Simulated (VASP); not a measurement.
Input of a VASP 6.6.1 run:

The input INCAR:

```
PREC = Accurate ; ENCUT = 520
EDIFF = 1E-6 ; ISMEAR = 0
SIGMA = 0.05 ; LREAL = False
LASPH = True ; NELM = 60
ALGO = Normal ; ISIF = 2
LWAVE = False ; LCHARG = True
GGA = PE ; LELF = True
LVHAR = True ; NBANDS = 16
```

File KPOINTS:

```
Automatic mesh
0
Gamma
  9 9 6
```

The input POSCAR:

```
MgO
1.0
    3.6974000000      0.0000000000      0.0000000000
   -1.8487000000      3.2020423279      0.0000000000
    0.0000000000      0.0000000000      4.0698000000
Mg O
2 2
Direct
    0.6666666667      0.3333333333      0.7500000000
    0.3333333333      0.6666666667      0.2500000000
    0.6666666667      0.3333333333      0.2500000000
    0.3333333333      0.6666666667      0.7500000000
```

Potentials or basis: VASP PAW PBE potentials, release 64 (Mg, O).

Command:

```console
$ cat potpaw_PBE.64/Mg/POTCAR potpaw_PBE.64/O/POTCAR > POTCAR
$ mpirun -np 1 vasp_std > vasp.out
```

(1) Predict the pressure.

(2) What does it give for the band gap on the k mesh?

Answers

(1) -4.7 GPa.

(2) 3.14 eV, direct.
